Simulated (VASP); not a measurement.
# Cu (I4/mmm) in VASP: further runs

Cu is run at these levels: PBE, LDA; tasks: relaxation of cell and atoms, single point.

Program: VASP 6.6.1. These are calculated values, not measurements. Logs are shortened: lines on timing, memory, paths and dates and some standing lists are left out, and cuts for length are marked.

## 1. The cell of the first run

The structure is tetragonal, space group I4/mmm (No. 139). The conventional cell has a = 2.886 Å, b = 2.886 Å, c = 2.752 Å, α = 90.00°, β = 90.00°, γ = 90.00°. Within 3.2 Å of Cu (site symmetry 4/mmm) lie 14 Cu at 2.46 to 2.89 Å.

## 2. Relaxation of cell and atoms, PBE

Contents of INCAR:

```
SYSTEM = Cu
ALGO = Fast
EDIFF = 1E-7
EDIFFG = -0.01
ENCUT = 600
GGA = PE
IBRION = 2
ISIF = 3
ISMEAR = 0
LASPH = .TRUE.
LCHARG = .FALSE.
LREAL = .FALSE.
LWAVE = .FALSE.
NELM = 80
NSW = 80
PREC = Accurate
SIGMA = 0.1
```

Contents of KPOINTS:

```
k-points
0
G
  12 12 12
  0 0 0
```

Contents of POSCAR:

```
Cu
1.0
   -1.4427933200      1.4427933200      1.3760814500
    1.4427933200     -1.4427933200      1.3760814500
    1.4427933200      1.4427933200     -1.3760814500
Cu
1
Direct
    0.0000000000      0.0000000000      0.0000000000
```

Potentials or basis: VASP PAW PBE potentials, release 64 (Cu).

Run with:

```bash
$ cat potpaw_PBE.64/Cu/POTCAR > POTCAR
$ mpirun -np 1 vasp_std > vasp.out
```

OUTCAR:

```text
SYSTEM = Cu
   EDIFF = 1E-7
   EDIFFG = -0.01
   ENCUT = 600
   GGA = PE
   IBRION = 2
   ISIF = 3
   ISMEAR = 0
   LASPH = .TRUE.
   LREAL = .FALSE.
   NELM = 80
   NSW = 80
   PREC = Accurate

 ion  position               nearest neighbor table
   1  0.000  0.000  0.000-

  LATTYP: Found a body centered tetragonal cell.
 ALAT       =     2.8855866400
 C/A-ratio  =     0.9537620052

  Lattice vectors:

 A1 = (  -1.4427933200,   1.4427933200,   1.3760814500)
 A2 = (   1.4427933200,  -1.4427933200,   1.3760814500)
 A3 = (   1.4427933200,   1.4427933200,  -1.3760814500)

Analysis of symmetry for initial positions (statically):
=====================================================================
 Subroutine PRICEL returns:
 Original cell was already a primitive cell.

 Routine SETGRP: Setting up the symmetry group for a
 body centered tetragonal supercell.

 Subroutine GETGRP returns: Found 16 space group operations
 (whereof 16 operations were pure point group operations)
 out of a pool of 16 trial point group operations.

The static configuration has the point symmetry D_4h.

Analysis of symmetry for dynamics (positions and initial velocities):
=====================================================================
 Subroutine PRICEL returns:
 Original cell was already a primitive cell.

 Routine SETGRP: Setting up the symmetry group for a
 body centered tetragonal supercell.

 Subroutine GETGRP returns: Found 16 space group operations
 (whereof 16 operations were pure point group operations)
 out of a pool of 16 trial point group operations.

The dynamic configuration has the point symmetry D_4h.

 Subroutine INISYM returns: Found 16 space group operations
 (whereof 16 operations are pure point group operations),
 and found     1 'primitive' translations

----------------------------------------------------------------------------------------

                                     Primitive cell

  volume of cell :      11.4581

  direct lattice vectors                    reciprocal lattice vectors
    -1.442793320  1.442793320  1.376081450     0.000000000  0.346549983  0.363350585
     1.442793320 -1.442793320  1.376081450     0.346549983  0.000000000  0.363350585
     1.442793320  1.442793320 -1.376081450     0.346549983  0.346549983  0.000000000

  length of vectors
     2.461078074  2.461078074  2.461078074     0.502116060  0.502116060  0.490095685

  position of ions in fractional coordinates (direct lattice)
     0.000000000  0.000000000  0.000000000

  ion indices of the primitive-cell ions
   primitive index   ion index
                 1           1

----------------------------------------------------------------------------------------

 KPOINTS: k-points

Automatic generation of k-mesh.
 Grid dimensions read from file:
 generate k-points for:   12   12   12

 Generating k-lattice:

  Cartesian coordinates                     Fractional coordinates (reciprocal lattice)
     0.000000000  0.028879165  0.030279215     0.083333333 -0.000000000  0.000000000
     0.028879165  0.000000000  0.030279215    -0.000000000  0.083333333  0.000000000
     0.028879165  0.028879165  0.000000000     0.000000000  0.000000000  0.083333333

  Length of vectors
     0.041843005  0.041843005  0.040841307

  Shift w.r.t. Gamma in fractional coordinates (k-lattice)
     0.000000000  0.000000000  0.000000000

 Subroutine IBZKPT returns following result:
 ===========================================

 Found    163 irreducible k-points:

 Following reciprocal coordinates:
            Coordinates               Weight
  0.000000  0.000000  0.000000      1.000000
  0.083333 -0.000000  0.000000      8.000000
  0.166667 -0.000000  0.000000      8.000000
  0.250000 -0.000000  0.000000      8.000000
  0.333333  0.000000  0.000000      8.000000
  0.416667 -0.000000  0.000000      8.000000
[... 16 lines left out ...]
  0.500000  0.166667  0.000000     16.000000
 -0.416667  0.166667 -0.000000     16.000000
 [... further k-points ...]
   k-points           NKPTS =    163   k-points in BZ     NKDIM =    163   number of bands    NBANDS=      9
   number of dos      NEDOS =    301   number of ions     NIONS =      1
   total plane-waves  NPLWV =   8000
   dimension x,y,z NGX =    20 NGY =   20 NGZ =   20
   dimension x,y,z NGXF=    40 NGYF=   40 NGZF=   40
   ions per type =               1
   NGX,Y,Z   is equivalent  to a cutoff of  13.51, 13.51, 13.51 a.u.
   NGXF,Y,Z  is equivalent  to a cutoff of  27.02, 27.02, 27.02 a.u.
 SYSTEM =  Cu
   PREC   = accura    normal or accurate (medium, high low for compatibility)
   ISTART =      0    job   : 0-new  1-cont  2-samecut
   ICHARG =      2    charge: 1-file 2-atom 10-const
   ISPIN  =      1    spin polarized calculation?
   LNONCOLLINEAR =      F non collinear calculations
   LSORBIT =      F    spin-orbit coupling
   LASPH  =      T    aspherical Exc in radial PAW
   ENCUT  =  600.0 eV  44.10 Ry    6.64 a.u.   4.92  4.92  4.92*2*pi/ulx,y,z
   NELM   =     80;   NELMIN=  2; NELMDL= -5     # of ELM steps
   EDIFF  = 0.1E-06   stopping-criterion for ELM
   LREAL  =      F    real-space projection
   EDIFFG = -.1E-01   stopping-criterion for IOM
   NSW    =     80    number of steps for IOM
   IBRION =      2    ionic relax: 0-MD 1-quasi-New 2-CG
   NFREE  =      1    steps in history (QN), initial steepest desc. (CG)
   ISIF   =      3    stress and relaxation
   ISYM   =      2    0-nonsym 1-usesym 2-fastsym
   POTIM  = 0.5000    time-step for ionic-motion
   TEBEG  =    0.0;   TEEND  =   0.0 temperature during run
   PSTRESS=    0.0 pullay stress
   NELECT =      11.0000    total number of electrons
   NUPDOWN=      -1.0000    fix difference up-down
   EMIN   =  10.00;   EMAX   =-10.00  energy-range for DOS
   EFERMI =   0.00;   METHOD = LEGACY
   ISMEAR =     0;   SIGMA  =   0.10  broadening in eV -4-tet -1-fermi 0-gaus
   EFERMI_NEDOS =   21; number of points for ismear=-14 and -15
   IALGO  =     68    algorithm
   IMIX   =      4    mixing-type and parameters
     AMIX     =   0.40;   BMIX     =  1.00
     AMIX_MAG =   1.60;   BMIX_MAG =  1.00
  volume/ion in A,a.u.               =      11.46        77.32
  Fermi-wavevector in a.u.,A,eV,Ry     =   1.614984  3.051878 35.486359  2.608174
  Thomas-Fermi vector in A             =   2.709805
   LORBIT       =      0    0 simple, 1 ext, 2 COOP (PROOUT), +10 PAW based schemes
   GGA     = PE    functional components
   LHFCALC =     F    Hartree Fock is set to
   AEXX    =    0.0000 exact exchange contribution
   IVDW    =     0    specifies the selected vdW correction
   LEPSILON=     F    determine dielectric tensor
   LRPA    =     F    only Hartree local field effects (RPA)
 conjugate gradient relaxation of ions
 non-spin polarized calculation
 RMM-DIIS sequential band-by-band and
 Gauss-broadening in eV      SIGMA  =   0.10
  energy-cutoff  :      600.00
  volume of cell :       11.46
 maximum number of plane-waves:       402
   NGX =  9   NGY =  9   NGZ =  9

--------------------------------------- Ionic step        1  -------------------------------------------

 number of electron      11.0000000 magnetization

 Free energy of the ion-electron system (eV)
  ---------------------------------------------------
  ext. energy  EPLUGINS =         0.00000000
  ---------------------------------------------------
  free energy    TOTEN  =        -3.66777915 eV

  energy without entropy =       -3.66434022  energy(sigma->0) =       -3.66605969

------------------------ aborting loop because EDIFF is reached ----------------------------------------

  FORCE on cell =-STRESS in cart. coord.  units (eV):
  Direction    XX          YY          ZZ          XY          YZ          ZX
  --------------------------------------------------------------------------------------
  -------------------------------------------------------------------------------------
  Total        0.5937100      0.5937100      0.4721496      0.0000000     -0.0000000     -0.0000000
  in kB       83.0180540     83.0180540     66.0203571      0.0000000     -0.0000000     -0.0000000
  external PRESSURE =      77.3521550 kB  Pullay stress =       0.0000000 kB
[... 86 lines left out ...]
  FREE ENERGIE OF THE ION-ELECTRON SYSTEM (eV)
  ---------------------------------------------------
  free  energy   TOTEN  =        -3.6818929338 eV

  energy  without entropy=       -3.6779333318  energy(sigma->0) =       -3.67991313

[... ionic steps 4 to 12 ...]

--------------------------------------- Ionic step       13  -------------------------------------------

 number of electron      10.9999987 magnetization

------------------------ aborting loop because EDIFF is reached ----------------------------------------

  FORCE on cell =-STRESS in cart. coord.  units (eV):
  Direction    XX          YY          ZZ          XY          YZ          ZX
  --------------------------------------------------------------------------------------
  -------------------------------------------------------------------------------------
  Total        0.0095042      0.0095042      0.0121805      0.0000000     -0.0000000      0.0000000
  in kB        1.2615382      1.2615382      1.6167755      0.0000000     -0.0000000      0.0000000
  external PRESSURE =       1.3799506 kB  Pullay stress =       0.0000000 kB
[... 55 lines left out ...]
  energy  without entropy=       -3.6814533097  energy(sigma->0) =       -3.68320310

--------------------------------------- Ionic step       15  -------------------------------------------

 number of electron      10.9999987 magnetization

 Free energy of the ion-electron system (eV)
  ---------------------------------------------------
  ext. energy  EPLUGINS =         0.00000000
  ---------------------------------------------------
  free energy    TOTEN  =        -3.68495353 eV

  energy without entropy =       -3.68145358  energy(sigma->0) =       -3.68320356

 E-fermi :   7.3328     XC(G=0): -12.5987

 val. band max:        7.3179001808   @ k =   0.5000   0.1667   0.0833
 cond. band min:       7.3431155888   @ k =   0.5000   0.3333   0.0000
 fundamental gap:      0.0252154080
 Fermi energy:         7.3328110916

 k-point     1 :       0.0000    0.0000    0.0000
  band No.  band energies     occupation
      1      -1.8641      2.00000
      2       4.0441      2.00000
      3       4.4326      2.00000
      4       4.4326      2.00000
      5       5.0012      2.00000
      6       5.4182      2.00000
      7      30.8469      0.00000
      8      30.8469      0.00000
      9      33.8223      0.00000
[... 265 lines left out ...]
 k-point    24 :      -0.4167    0.1667   -0.0000
  band No.  band energies     occupation
      1       2.1408      2.00000
      2       3.6921      2.00000
      3       4.0931      2.00000
      4       5.1293      2.00000
      5       5.2992      2.00000
      6       6.2385      2.00000
      7      18.2435      0.00000
      8      19.0200      0.00000
      9      25.5770      0.00000

 [... further k-points ...]

------------------------ aborting loop because EDIFF is reached ----------------------------------------

  FORCE on cell =-STRESS in cart. coord.  units (eV):
  Direction    XX          YY          ZZ          XY          YZ          ZX
  --------------------------------------------------------------------------------------
  -------------------------------------------------------------------------------------
  Total       -0.0046018     -0.0046018     -0.0031557      0.0000000     -0.0000000      0.0000000
  in kB       -0.6106569     -0.6106569     -0.4187569      0.0000000     -0.0000000      0.0000000
  external PRESSURE =      -0.5466902 kB  Pullay stress =       0.0000000 kB
[... 16 lines left out ...]
  FREE ENERGIE OF THE ION-ELECTRON SYSTEM (eV)
  ---------------------------------------------------
  free  energy   TOTEN  =        -3.6849535331 eV

  energy  without entropy=       -3.6814535849  energy(sigma->0) =       -3.68320356

 reached required accuracy - stopping structural energy minimisation
```

Wall time 3.2 min (1 thread of Intel Xeon Platinum 8259CL at 2.50GHz (Skylake/Cascade Lake), shared host); peak memory 0.15 GiB.

What came out:

* Free energy: -3.6850 eV
* Relaxed volume: 12.07 Å³/atom
* Relaxed cell: a = 2.508 Å, b = 2.508 Å, c = 2.508 Å, α = 106.91°, β = 106.91°, γ = 114.73°
* Space group after relaxing (to 0.1 Å): I4/mmm (No. 139)
* Energy gained by relaxing: 17.2 meV/atom
* Ionic steps: 15
* Pressure after relaxing: -0.1 GPa
* Band gap on the k mesh: zero (an odd number of electrons rules out a gap without spin polarisation)

Step by step:
```
step  energy change (eV)  largest force (eV/Å)  pressure (GPa)  volume (Å³)
   1              0.0000                0.0000            7.74        11.46
   2             -0.0105                0.0000           -3.32        12.40
   3             -0.0141                0.0000           -0.12        12.07
   4             -0.0141                0.0000            0.38        12.05
   5             -0.0146                0.0000           -1.17        12.06
   6             -0.0161                0.0000           -0.07        12.07
   7             -0.0171                0.0000            0.32        12.08
   8             -0.0172                0.0000            0.57        12.07
   9             -0.0172                0.0000           -0.36        12.07
  10             -0.0166                0.0000            1.27        11.97
  11             -0.0172                0.0000            0.17        12.06
  12             -0.0172                0.0000            0.19        12.07
  13             -0.0172                0.0000            0.14        12.07
  14             -0.0172                0.0000            0.13        12.07
  15             -0.0172                0.0000           -0.05        12.07
```

Final structure:
```xyz
1
Lattice="-1.4937 1.4937 1.3528 1.4937 -1.4937 1.3528 1.4937 1.4937 -1.3528" Properties=species:S:1:pos:R:3 pbc="T T T"
Cu    1.4937   -1.4937    1.3528
```

## 3. Single point, LDA

This run uses another cell than the first one, of 10.93 Å³/atom.

Contents of INCAR:

```
SYSTEM = Cu
PREC = Accurate ; ENCUT = 520
EDIFF = 1E-6 ; ISMEAR = 0
SIGMA = 0.1 ; LREAL = .FALSE.
LASPH = .TRUE. ; NELM = 60
ALGO = Fast ; ISIF = 2
LWAVE = .FALSE. ; LCHARG = .TRUE.
GGA = CA ; LELF = .TRUE.
LVHAR = .TRUE. ; NBANDS = 12
```

Contents of KPOINTS:

```
regular mesh
0
G
  20 20 20
  0 0 0
```

Contents of POSCAR:

```
Cu
1.0
   -1.4275050681      1.4275050681      1.3411793052
    1.4275050681     -1.4275050681      1.3411793052
    1.4275050681      1.4275050681     -1.3411793052
Cu
1
Direct
    0.0000000000      0.0000000000      0.0000000000
```

Potentials or basis: VASP PAW LDA potentials, release 64 (Cu).

Run with:

```bash
$ cat potpaw_LDA.64/Cu/POTCAR > POTCAR
$ mpirun -np 1 vasp_std > vasp.out
```

It took 66 s on 1 thread of Intel Xeon Platinum 8259CL at 2.50GHz (Skylake/Cascade Lake), shared host; peak memory 0.18 GiB.

Results (log left out):

```
Free energy            : -4.6672 eV
Pressure               : 1.4 GPa
Band gap on the k mesh : zero (an odd number of electrons rules out a gap without spin polarisation)
```

Levels at points of the mesh, in eV from the Fermi level:
```
           k point  band 3  band 4  band 5  band 6  band 7  band 8  band 9  band 10
(0.00, 0.00, 0.00)   -3.31   -3.31   -2.44   -2.13   25.18   25.18   26.93    29.58
(0.50, 0.00, 0.00)   -2.30   -2.01   -1.44   -0.60    5.01   17.62   17.78    21.87
(0.50, 0.50, 0.00)   -2.52   -2.22   -1.48   -1.10    4.28   19.31   19.73    23.44
(0.50, 0.50, 0.50)   -1.66   -1.66   -1.59    7.68    7.68   10.19   13.66    14.44
```

The gap in the log of VASP goes by the Fermi energy; the results here count the filled bands.